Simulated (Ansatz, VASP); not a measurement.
# Cu: VASP beside Ansatz

```xyz
2
Lattice="2.5456 0.0000 0.0000 0.0000 2.5456 0.0000 0.0000 0.0000 3.6000" Properties=species:S:1:pos:R:3 pbc="T T T"
Cu    0.0000    0.0000    0.0000
Cu    1.2728    1.2728    1.8000
```

Alike in both runs: task relaxation of cell and atoms; functional LDA; k mesh 16 × 16 × 12; occupations methfessel-paxton of order 1, width 0.1 eV; no spin polarisation.

|  | VASP | Ansatz |
| --- | --- | --- |
| version | VASP 6.6.1 | Ansatz 0.2.0 |
| potentials or method | VASP PAW LDA potentials, release 64 (Cu) | scalar-relativistic, plane waves, PAW |
| plane-wave cutoff (eV) | 600 | 420 |
| valence electrons in the cell | 22 | 38 |

```csv
,VASP,Ansatz,Ansatz less VASP
"gap on the k mesh at the Fermi level, each at its own relaxed structure (eV)",none,none,-
relaxed volume (Å³/atom),10.93,10.89,-0.041
relaxed cell length with the largest relative difference (Å),3.508,3.503,-0.0049
```

LDA's correlation is that of Perdew and Zunger in VASP and of Perdew and Wang (1992) in Ansatz. A gap of «none» marks a metal or a gap that the smearing closes. VASP's potentials hold 22 valence electrons a cell and Ansatz's 38, so a difference there can come from the potentials and not from the codes.
